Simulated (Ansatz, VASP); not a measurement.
**Si: VASP beside Ansatz**

```xyz
4
Lattice="3.7559 0.0000 0.0000 -1.8779 3.2527 0.0000 0.0000 0.0000 6.6915" Properties=species:S:1:pos:R:3 pbc="T T T"
Si    0.0000    2.1685    0.2634
Si    1.8779    1.0842    3.6091
Si    0.0000    2.1685    3.0823
Si    1.8779    1.0842    6.4281
```

Alike in both runs: task single point; functional PBE; k mesh 12 × 12 × 6; occupations gaussian, width 0.05 eV; no spin polarisation.

|  | VASP | Ansatz |
| --- | --- | --- |
| version | VASP 6.6.1 | Ansatz 0.2.0 |
| potentials or method | VASP PAW PBE potentials, release 64 (Si), cutoff 520 eV | scalar-relativistic, plane waves, PAW |
| valence electrons in the cell | 16 | 16 |

|  | VASP | Ansatz | Ansatz less VASP |
| --- | --- | --- | --- |
| gap on the k mesh at the Fermi level (eV) | none | none | - |
| pressure (GPa) | 6.1 | 6.2 | +0.08 |
| traceless stress, the component that is largest in VASP (GPa) | -15.23 | -15.25 | -0.024 |
| rms of the force components (eV/Å) | 1.288 | 1.289 | +0.0012 |

Atom by atom the forces differ by 0.001 eV/Å (rms over components). A gap of «none» marks a metal or a gap that the smearing closes.
